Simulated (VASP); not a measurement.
# AlN: single point with PBE

The system is AlN.

```xyz
2
Lattice="0.0000 2.0351 2.0351 2.0351 0.0000 2.0351 2.0351 2.0351 0.0000" Properties=species:S:1:pos:R:3 pbc="T T T"
Al    0.0000    0.0000    0.0000
N     2.0351    2.0351    2.0351
```

```
Program             : VASP 6.6.1
Task                : single point
Functional          : PBE
Potentials or basis : VASP PAW PBE potentials, release 64 (Al, N)
Cutoff              : 600 eV
k mesh              : 8 × 8 × 8
Occupations         : gaussian, width 0.1 eV
Spin                : no spin polarisation
```

The pressure is -0.4 GPa and the band gap on the k mesh is 4.41 eV, indirect (least direct gap 5.39 eV).

Levels at points of the mesh, in eV from the valence-band top:
| k point | band 1 | band 2 | band 3 | band 4 | band 5 | band 6 | band 7 | band 8 | band 9 |
| --- | --- | --- | --- | --- | --- | --- | --- | --- | --- |
| (0.00, 0.00, 0.00) | -17.37 | 0.00 | 0.00 | 0.00 | 5.39 | 12.10 | 12.10 | 12.10 | 17.19 |
| (0.50, 0.00, 0.00) | -14.19 | -8.18 | -1.04 | -1.04 | 6.01 | 10.84 | 10.84 | 13.00 | 15.88 |
| (0.50, 0.50, 0.00) | -13.24 | -7.25 | -2.75 | -2.75 | 4.41 | 5.34 | 13.81 | 16.94 | 16.94 |

Wall time 3 s on 1 thread of Intel(R) Xeon(R) 6975P-C (Granite Rapids), on a shared host, peak memory 0.13 GiB.

A k mesh can miss the band edges. As with any semilocal functional, this PBE gap is likely too small.
